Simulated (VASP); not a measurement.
# KI (I4/mmm) in VASP: notebook

The runs below take KI through single point, with PBE.

Program: VASP 6.6.1. These are calculated values, not measurements. Logs are shortened: lines on timing, memory, paths and dates and some standing lists are left out, and cuts for length are marked.

## 1. The cell of the first run

Symmetry: I4/mmm, No. 139, tetragonal system. Conventional cell: a = 5.013 Å, b = 5.013 Å, c = 7.475 Å, α = 90.00°, β = 90.00°, γ = 90.00°. K (site symmetry 4/mmm) has 6 I at 3.54 to 3.74 Å within 4.7 Å. I (site symmetry 4/mmm) has 6 K at 3.54 to 3.74 Å within 4.7 Å.

## 2. Single point, PBE (uniaxial x strain +5.5%)

INCAR reads:

```
PREC     = Accurate       # precision mode
ENCUT    = 520            # plane-wave cutoff, eV
EDIFF    = 1E-7           # SCF threshold, eV
ISMEAR   = 0              # smearing method
SIGMA    = 0.01           # smearing width, eV
LREAL    = False          # projectors in reciprocal space
LASPH    = True           # aspherical terms in the spheres
NELM     = 60             # most SCF steps
ALGO     = Normal         # electronic algorithm
ISIF     = 2              # what is computed and relaxed
LWAVE    = False          # write WAVECAR
LCHARG   = False          # write CHGCAR
GGA      = PE             # functional
NBANDS   = 15             # bands
```

KPOINTS reads:

```
Automatic mesh
0
Gamma
  4 4 4
```

POSCAR reads:

```
KI
1.0
    0.0000000000      3.5445661365      3.5445661365
    3.7377449909      0.0000000000      3.5445661365
    3.7377449909      3.5445661365      0.0000000000
K I
1 1
Direct
    0.0000000000      0.0000000000      0.0000000000
    0.5000000000      0.5000000000      0.5000000000
```

Potentials or basis: VASP PAW PBE potentials, release 64 (K_sv, I).

Command:

```console
$ cat potpaw_PBE.64/K_sv/POTCAR potpaw_PBE.64/I/POTCAR > POTCAR
$ mpirun -np 1 vasp_std > vasp.out
```

OUTCAR:

```text
PREC = Accurate
   ENCUT = 520
   EDIFF = 1E-7
   ISMEAR = 0
   LREAL = False
   LASPH = True
   NELM = 60
   ISIF = 2
   GGA = PE

 ion  position               nearest neighbor table
   1  0.000  0.000  0.000-   2 3.54   2 3.54   2 3.54   2 3.54
   2  0.500  0.500  0.500-   1 3.54   1 3.54   1 3.54   1 3.54

  LATTYP: Found a body centered tetragonal cell.
 ALAT       =     5.0127735030
 C/A-ratio  =     1.4912882015

  Lattice vectors:

 A1 = (   3.7377449909,   0.0000000000,   3.5445661365)
 A2 = (   3.7377449909,   0.0000000000,  -3.5445661365)
 A3 = (  -3.7377449909,   3.5445661365,   0.0000000000)

Analysis of symmetry for initial positions (statically):
=====================================================================
 Subroutine PRICEL returns:
 Original cell was already a primitive cell.

 Routine SETGRP: Setting up the symmetry group for a
 body centered tetragonal supercell.

 Subroutine GETGRP returns: Found 16 space group operations
 (whereof 16 operations were pure point group operations)
 out of a pool of 16 trial point group operations.

The static configuration has the point symmetry D_4h.

Analysis of symmetry for dynamics (positions and initial velocities):
=====================================================================
 Subroutine PRICEL returns:
 Original cell was already a primitive cell.

 Routine SETGRP: Setting up the symmetry group for a
 body centered tetragonal supercell.

 Subroutine GETGRP returns: Found 16 space group operations
 (whereof 16 operations were pure point group operations)
 out of a pool of 16 trial point group operations.

The dynamic configuration has the point symmetry D_4h.

 Subroutine INISYM returns: Found 16 space group operations
 (whereof 16 operations are pure point group operations),
 and found     1 'primitive' translations

----------------------------------------------------------------------------------------

                                     Primitive cell

  volume of cell :      93.9217

  direct lattice vectors                    reciprocal lattice vectors
     0.000000000  3.544566136  3.544566136    -0.133770496  0.141060988  0.141060988
     3.737744991  0.000000000  3.544566136     0.133770496 -0.141060988  0.141060988
     3.737744991  3.544566136  0.000000000     0.133770496  0.141060988 -0.141060988

  length of vectors
     5.012773503  5.151183040  5.151183040     0.240189404  0.240189404  0.240189404

  position of ions in fractional coordinates (direct lattice)
     0.000000000  0.000000000  0.000000000
     0.500000000  0.500000000  0.500000000

  ion indices of the primitive-cell ions
[... 76 lines left out ...]
   EMIN   =  10.00;   EMAX   =-10.00  energy-range for DOS
   EFERMI =   0.00;   METHOD = LEGACY
   ISMEAR =     0;   SIGMA  =   0.01  broadening in eV -4-tet -1-fermi 0-gaus
   EFERMI_NEDOS =   21; number of points for ismear=-14 and -15
   IALGO  =     38    algorithm
   IMIX   =      4    mixing-type and parameters
     AMIX     =   0.40;   BMIX     =  1.00
     AMIX_MAG =   1.60;   BMIX_MAG =  1.00
  volume/ion in A,a.u.               =      46.96       316.91
  Fermi-wavevector in a.u.,A,eV,Ry     =   0.907527  1.714977 11.205829  0.823605
  Thomas-Fermi vector in A             =   2.031345
   LORBIT       =      0    0 simple, 1 ext, 2 COOP (PROOUT), +10 PAW based schemes
   GGA     = PE    functional components
   LHFCALC =     F    Hartree Fock is set to
   AEXX    =    0.0000 exact exchange contribution
   IVDW    =     0    specifies the selected vdW correction
   LEPSILON=     F    determine dielectric tensor
   LRPA    =     F    only Hartree local field effects (RPA)
 non-spin polarized calculation
 Gauss-broadening in eV      SIGMA  =   0.01
  energy-cutoff  :      520.00
  volume of cell :       93.92
 maximum number of plane-waves:      2554
 NGX is ok and might be reduce to    40
   NGX = 19   NGY = 19   NGZ = 19

 number of electron      16.0000002 magnetization

 Free energy of the ion-electron system (eV)
  ---------------------------------------------------
  ext. energy  EPLUGINS =         0.00000000
  ---------------------------------------------------
  free energy    TOTEN  =        -5.55445839 eV

  energy without entropy =       -5.55445839  energy(sigma->0) =       -5.55445839

 E-fermi :  -0.6177     XC(G=0):  -6.9299

 val. band max:       -0.7266301759   @ k =   0.0000   0.0000   0.0000
 cond. band min:       3.0930988749   @ k =   0.0000   0.0000   0.0000
 fundamental gap:      3.8197290508
 Fermi energy:        -0.6177141283

 k-point     1 :       0.0000    0.0000    0.0000
  band No.  band energies     occupation
      1     -29.3413      2.00000
      2     -12.8265      2.00000
      3     -12.8209      2.00000
      4     -12.8209      2.00000
      5     -11.1437      2.00000
      6      -0.7291      2.00000
      7      -0.7266      2.00000
      8      -0.7266      2.00000
      9       3.0931      0.00000
     10       5.5926      0.00000
     11       5.8927      0.00000
     12       5.8927      0.00000
     13       6.3767      0.00000
     14       6.5582      0.00000
[... 203 lines left out ...]
      2     -12.8582      2.00000
      3     -12.8324      2.00000
      4     -12.8324      2.00000
      5     -11.0363      2.00000
      6      -1.6488      2.00000
      7      -1.0116      2.00000
      8      -1.0116      2.00000
      9       4.3257      0.00000
     10       4.8909      0.00000
     11       7.2245      0.00000
     12       7.5999      0.00000
     13       7.7909      0.00000
     14       8.7603      0.00000
     15       8.7603      0.00000

------------------------ aborting loop because EDIFF is reached ----------------------------------------

  FORCE on cell =-STRESS in cart. coord.  units (eV):
  Direction    XX          YY          ZZ          XY          YZ          ZX
  --------------------------------------------------------------------------------------
  -------------------------------------------------------------------------------------
  Total       -0.3759788      0.1548533      0.1548533      0.0000000      0.0000000      0.0000000
  in kB       -6.4136924      2.6415889      2.6415889      0.0000000      0.0000000      0.0000000
  external PRESSURE =      -0.3768382 kB  Pullay stress =       0.0000000 kB

 VOLUME and BASIS-vectors are now :
 -----------------------------------------------------------------------------
  energy-cutoff  :      520.00
  volume of cell :       93.92
      direct lattice vectors                 reciprocal lattice vectors
     0.000000000  3.544566136  3.544566136    -0.133770496  0.141060988  0.141060988
     3.737744991  0.000000000  3.544566136     0.133770496 -0.141060988  0.141060988
     3.737744991  3.544566136  0.000000000     0.133770496  0.141060988 -0.141060988

 POSITION                                       TOTAL-FORCE (eV/Angst)
 -----------------------------------------------------------------------------------
      0.00000      0.00000      0.00000         0.000000     -0.000000      0.000000
      3.73774      3.54457      3.54457        -0.000000      0.000000     -0.000000
 -----------------------------------------------------------------------------------
    total drift:                                0.000000     -0.000000     -0.000000

  FREE ENERGIE OF THE ION-ELECTRON SYSTEM (eV)
  ---------------------------------------------------
  free  energy   TOTEN  =        -5.5544583900 eV

  energy  without entropy=       -5.5544583900  energy(sigma->0) =       -5.55445839
```

OSZICAR:

```text
N       E                     dE             d eps       ncg     rms          rms(c)
DAV:   1     0.934441412835E+02    0.93444E+02   -0.64915E+03   390   0.909E+02
DAV:   2     0.507286103884E+00   -0.92937E+02   -0.87179E+02   495   0.209E+02
DAV:   3    -0.534177091512E+01   -0.58491E+01   -0.58197E+01   532   0.471E+01
DAV:   4    -0.564777356457E+01   -0.30600E+00   -0.30591E+00   676   0.901E+00
DAV:   5    -0.564892424761E+01   -0.11507E-02   -0.11507E-02   524   0.597E-01    0.277E+00
DAV:   6    -0.555402205440E+01    0.94902E-01   -0.10686E-01   509   0.177E+00    0.200E+00
DAV:   7    -0.554750071713E+01    0.65213E-02   -0.12011E-01   502   0.167E+00    0.792E-01
DAV:   8    -0.555376118063E+01   -0.62605E-02   -0.12612E-02   482   0.704E-01    0.124E-01
DAV:   9    -0.555429105292E+01   -0.52987E-03   -0.11911E-03   516   0.188E-01    0.784E-02
DAV:  10    -0.555440250538E+01   -0.11145E-03   -0.13544E-04   538   0.619E-02    0.223E-02
DAV:  11    -0.555445792544E+01   -0.55420E-04   -0.68878E-05   418   0.488E-02    0.172E-02
DAV:  12    -0.555445791285E+01    0.12586E-07   -0.26503E-06   544   0.124E-02    0.110E-02
DAV:  13    -0.555445823459E+01   -0.32173E-06   -0.77163E-07   488   0.471E-03    0.303E-03
DAV:  14    -0.555445845357E+01   -0.21899E-06   -0.31613E-07   474   0.279E-03    0.183E-03
DAV:  15    -0.555445839001E+01    0.63559E-07   -0.12465E-08   398   0.806E-04
   1 F= -.55544584E+01 E0= -.55544584E+01  d E =-.534593E-55
```

stdout:

```text
POSCAR found type information on POSCAR K I
 POSCAR found :  2 types and       2 ions
 scaLAPACK will be used
 LDA part: xc-table for (Slater+PW92), standard interpolation
 POSCAR, INCAR and KPOINTS ok, starting setup
 FFT: planning ... GRIDC
 FFT: planning ... GRID_SOFT
 FFT: planning ... GRID
 WAVECAR not read
 entering main loop
```

Run time: 24 s. Hardware: 1 thread of AMD EPYC 7R13 (Zen 3), shared host; peak memory 0.2 GiB.

Results:

```yaml
Free_energy: -5.5545 eV
Pressure: 0.0 GPa
Band_gap_on_the_k_mesh: 3.82 eV, direct
```

Stress tensor (GPa, compression positive):
```
-0.64  0.00  0.00
 0.00  0.26  0.00
 0.00  0.00  0.26
```

Levels at points of the mesh, in eV from the valence-band top:
| k point | band 6 | band 7 | band 8 | band 9 | band 10 | band 11 |
| --- | --- | --- | --- | --- | --- | --- |
| (0.00, 0.00, 0.00) | 0.00 | 0.00 | 0.00 | 3.82 | 6.32 | 6.62 |
| (0.50, 0.00, 0.00) | -1.19 | -0.30 | -0.28 | 5.45 | 7.50 | 7.85 |
| (0.50, 0.50, 0.00) | -0.89 | -0.39 | -0.32 | 5.02 | 5.63 | 8.05 |
| (0.00, 0.50, 0.50) | -0.92 | -0.29 | -0.29 | 5.05 | 5.62 | 7.95 |

Caveat: the cell differs from its parent crystal (uniaxial x strain +5.5%); spin-orbit coupling is left out, which moves the levels of the heavy elements.

## 3. Single point, PBE (uniaxial x strain +5.5%)

INCAR reads:

```
SYSTEM = KI
ALGO = Normal ; EDIFF = 1E-7
ENCUT = 520 ; GGA = PE
ISIF = 2 ; ISMEAR = -1
LASPH = .True. ; LCHARG = .False.
LREAL = .False. ; LWAVE = .False.
NBANDS = 15 ; NELM = 80
PREC = Accurate ; SIGMA = 0.02
```

KPOINTS reads:

```
k-points
0
Gamma
  6 6 6
  0 0 0
```

POSCAR is that of step 2.

Potentials or basis: VASP PAW PBE potentials, release 64 (K_sv, I).

Command:

```console
$ cat potpaw_PBE.64/K_sv/POTCAR potpaw_PBE.64/I/POTCAR > POTCAR
$ mpirun -np 1 vasp_std > vasp.out
```

OUTCAR:

```text
SYSTEM = KI
   EDIFF = 1E-7
   ENCUT = 520
   GGA = PE
   ISIF = 2
   ISMEAR = -1
   LASPH = .True.
   LREAL = .False.
   NELM = 80
   PREC = Accurate

 ion  position               nearest neighbor table
   1  0.000  0.000  0.000-   2 3.54   2 3.54   2 3.54   2 3.54
   2  0.500  0.500  0.500-   1 3.54   1 3.54   1 3.54   1 3.54

  LATTYP: Found a body centered tetragonal cell.
 ALAT       =     5.0127735030
 C/A-ratio  =     1.4912882015

  Lattice vectors:

 A1 = (   3.7377449909,   0.0000000000,   3.5445661365)
 A2 = (   3.7377449909,   0.0000000000,  -3.5445661365)
 A3 = (  -3.7377449909,   3.5445661365,   0.0000000000)

Analysis of symmetry for initial positions (statically):
=====================================================================
 Subroutine PRICEL returns:
 Original cell was already a primitive cell.

 Routine SETGRP: Setting up the symmetry group for a
 body centered tetragonal supercell.

 Subroutine GETGRP returns: Found 16 space group operations
 (whereof 16 operations were pure point group operations)
 out of a pool of 16 trial point group operations.

The static configuration has the point symmetry D_4h.

Analysis of symmetry for dynamics (positions and initial velocities):
=====================================================================
 Subroutine PRICEL returns:
 Original cell was already a primitive cell.

 Routine SETGRP: Setting up the symmetry group for a
 body centered tetragonal supercell.

 Subroutine GETGRP returns: Found 16 space group operations
 (whereof 16 operations were pure point group operations)
 out of a pool of 16 trial point group operations.

The dynamic configuration has the point symmetry D_4h.

 Subroutine INISYM returns: Found 16 space group operations
 (whereof 16 operations are pure point group operations),
 and found     1 'primitive' translations

[... 117 lines left out ...]
  Thomas-Fermi vector in A             =   2.031345
   LORBIT       =      0    0 simple, 1 ext, 2 COOP (PROOUT), +10 PAW based schemes
   GGA     = PE    functional components
   LHFCALC =     F    Hartree Fock is set to
   AEXX    =    0.0000 exact exchange contribution
   IVDW    =     0    specifies the selected vdW correction
   LEPSILON=     F    determine dielectric tensor
   LRPA    =     F    only Hartree local field effects (RPA)
 non-spin polarized calculation
  energy-cutoff  :      520.00
  volume of cell :       93.92
 maximum number of plane-waves:      2554
 NGX is ok and might be reduce to    40
   NGX = 19   NGY = 19   NGZ = 19

 number of electron      16.0000002 magnetization

 Free energy of the ion-electron system (eV)
  ---------------------------------------------------
  ext. energy  EPLUGINS =         0.00000000
  ---------------------------------------------------
  free energy    TOTEN  =        -5.55514838 eV

  energy without entropy =       -5.55514838  energy(sigma->0) =       -5.55514838

 E-fermi :  -0.2280     XC(G=0):  -6.9303

 val. band max:       -0.7275502520   @ k =   0.0000   0.0000   0.0000
 cond. band min:       3.0925459865   @ k =   0.0000   0.0000   0.0000
 fundamental gap:      3.8200962386
 Fermi energy:        -0.2280037118

 k-point     1 :       0.0000    0.0000    0.0000
  band No.  band energies     occupation
      1     -29.3410      2.00000
      2     -12.8261      2.00000
      3     -12.8206      2.00000
      4     -12.8206      2.00000
      5     -11.1448      2.00000
      6      -0.7301      2.00000
      7      -0.7276      2.00000
      8      -0.7276      2.00000
      9       3.0925      0.00000
     10       5.5923      0.00000
     11       5.8925      0.00000
     12       5.8925      0.00000
     13       6.3765      0.00000
     14       6.5581      0.00000
[... 401 lines left out ...]
      2     -12.8775      2.00000
      3     -12.8406      2.00000
      4     -12.8346      2.00000
      5     -10.9806      2.00000
      6      -1.5864      2.00000
      7      -1.3096      2.00000
      8      -1.0910      2.00000
      9       5.4007      0.00000
     10       5.7740      0.00000
     11       6.0853      0.00000
     12       7.3328      0.00000
     13       7.7571      0.00000
     14       8.4061      0.00000
     15       8.7089      0.00000

 [... further k-points ...]
[... 5 lines left out ...]
  --------------------------------------------------------------------------------------
  -------------------------------------------------------------------------------------
  Total       -0.3783630      0.1519397      0.1519397     -0.0000000      0.0000000      0.0000000
  in kB       -6.4543636      2.5918866      2.5918866     -0.0000000      0.0000000      0.0000000
  external PRESSURE =      -0.4235301 kB  Pullay stress =       0.0000000 kB

 VOLUME and BASIS-vectors are now :
 -----------------------------------------------------------------------------
  energy-cutoff  :      520.00
  volume of cell :       93.92
      direct lattice vectors                 reciprocal lattice vectors
     0.000000000  3.544566136  3.544566136    -0.133770496  0.141060988  0.141060988
     3.737744991  0.000000000  3.544566136     0.133770496 -0.141060988  0.141060988
     3.737744991  3.544566136  0.000000000     0.133770496  0.141060988 -0.141060988

 POSITION                                       TOTAL-FORCE (eV/Angst)
 -----------------------------------------------------------------------------------
      0.00000      0.00000      0.00000        -0.000000     -0.000000      0.000000
      3.73774      3.54457      3.54457         0.000000      0.000000     -0.000000
 -----------------------------------------------------------------------------------
    total drift:                                0.000000     -0.000000     -0.000000

  FREE ENERGIE OF THE ION-ELECTRON SYSTEM (eV)
  ---------------------------------------------------
  free  energy   TOTEN  =        -5.5551483803 eV

  energy  without entropy=       -5.5551483803  energy(sigma->0) =       -5.55514838
```

OSZICAR:

```text
N       E                     dE             d eps       ncg     rms          rms(c)
DAV:   1     0.888267034228E+02    0.88827E+02   -0.62930E+03   900   0.893E+02
DAV:   2     0.232204337402E+00   -0.88594E+02   -0.81912E+02  1152   0.209E+02
DAV:   3    -0.535840990883E+01   -0.55906E+01   -0.55672E+01  1300   0.455E+01
DAV:   4    -0.564761188603E+01   -0.28920E+00   -0.28912E+00  1451   0.890E+00
DAV:   5    -0.564938415315E+01   -0.17723E-02   -0.17722E-02  1305   0.690E-01    0.277E+00
DAV:   6    -0.555468020445E+01    0.94704E-01   -0.10739E-01  1159   0.178E+00    0.200E+00
DAV:   7    -0.554819697335E+01    0.64832E-02   -0.12099E-01  1236   0.167E+00    0.793E-01
DAV:   8    -0.555446016640E+01   -0.62632E-02   -0.12913E-02  1031   0.703E-01    0.125E-01
DAV:   9    -0.555497803742E+01   -0.51787E-03   -0.11449E-03  1278   0.185E-01    0.766E-02
DAV:  10    -0.555509637493E+01   -0.11834E-03   -0.13200E-04  1130   0.630E-02    0.210E-02
DAV:  11    -0.555514765048E+01   -0.51276E-04   -0.63560E-05  1061   0.466E-02    0.171E-02
DAV:  12    -0.555514794462E+01   -0.29414E-06   -0.28883E-06  1201   0.125E-02    0.104E-02
DAV:  13    -0.555514822647E+01   -0.28186E-06   -0.55145E-07  1096   0.392E-03    0.350E-03
DAV:  14    -0.555514844373E+01   -0.21726E-06   -0.32311E-07  1117   0.275E-03    0.153E-03
DAV:  15    -0.555514838031E+01    0.63423E-07   -0.13307E-08   926   0.817E-04
   1 F= -.55551484E+01 E0= -.55551484E+01  d E =-.232004E-12
```

It took 56 s on 1 thread of AMD EPYC 7R13 (Zen 3), shared host; peak memory 0.22 GiB.

What came out:

```yaml
Free_energy: -5.5551 eV
Pressure: 0.0 GPa
Band_gap_on_the_k_mesh: 3.82 eV, direct
```

Stress tensor (GPa, compression positive):
```
-0.65  0.00  0.00
 0.00  0.26  0.00
 0.00  0.00  0.26
```

Caveat: the cell differs from its parent crystal (uniaxial x strain +5.5%); spin-orbit coupling is left out, which moves the levels of the heavy elements.
